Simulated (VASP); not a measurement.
Crystal: Cl.

```
Cl
1.0
     3.16000    0.00000    0.00000
    -1.58000    2.73664    0.00000
     0.00000    0.00000    5.16028
Cl
2
Cartesian
  0.0000 1.8244 1.2901
  1.5800 0.9122 3.8702
```

* Program: VASP 6.6.1
* Task: relaxation of cell and atoms
* Functional: LDA
* Potentials or basis: VASP PAW LDA potentials, release 64 (Cl)
* Cutoff: 600 eV
* k mesh: 15 × 15 × 8
* Occupations: fermi-dirac, width 0.05 eV
* Spin: no spin polarisation

At the start: pressure -6.4 GPa; volume 22.31 Å³/atom.

**Question.** How do energy, volume and symmetry change on relaxing?

**Answer.** Over 4 steps the energy falls by 97.8 meV/atom and the volume is 18.33 Å³/atom (-17.8 %); space group P6_3/mmc (No. 194, to 0.1 Å) before and after.

Step by step:
```tsv
step	energy change (eV)	largest force (eV/Å)	pressure (GPa)	volume (Å³)
1	0.0000	0.0000	-6.45	44.62
2	-0.1725	0.0000	-2.91	39.07
3	-0.1954	0.0000	-0.31	36.90
4	-0.1956	0.0000	0.04	36.66
```

Final structure:
```
Cl
1.0
     2.95955    0.00000    0.00000
    -1.47977    2.56304    0.00000
     0.00000    0.00000    4.83312
Cl
2
Cartesian
  0.0000 1.7087 1.2083
  1.4798 0.8543 3.6248
```

Caveat: the volume moved by over 15 % at a fixed basis, so the end points are rough.
